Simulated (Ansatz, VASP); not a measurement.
One calculation of BeAg, two programs

```xyz
2
Lattice="3.0315 0.0000 0.0000 0.0000 3.0315 0.0000 0.0000 0.0000 3.0315" Properties=species:S:1:pos:R:3 pbc="T T T"
Be    0.0000    0.0000    0.0000
Ag    1.5158    1.5158    1.5158
```

Alike in both runs: task relaxation of cell and atoms; functional PBE; k mesh 6 × 6 × 6; occupations gaussian, width 0.1 eV; no spin polarisation.

|  | VASP | Ansatz |
| --- | --- | --- |
| version | VASP 6.6.1 | Ansatz 0.2.0 |
| potentials or method | VASP PAW PBE potentials, release 64 (Be, Ag), cutoff 600 eV | scalar-relativistic, plane waves, PAW |
| valence electrons in the cell | 13 | 21 |

```csv
,VASP,Ansatz,Ansatz less VASP
"gap on the k mesh at the Fermi level, each at its own relaxed structure (eV)",none,none,-
relaxed volume (Å³/atom),12.79,12.81,+0.022
relaxed length of the cell vector where the two differ most in proportion (Å),2.947,2.948,+0.0017
```

A gap of «none» marks a metal or a gap that the smearing closes. VASP's potentials hold 13 valence electrons a cell and Ansatz's 21, so a difference there can come from the potentials and not from the codes.
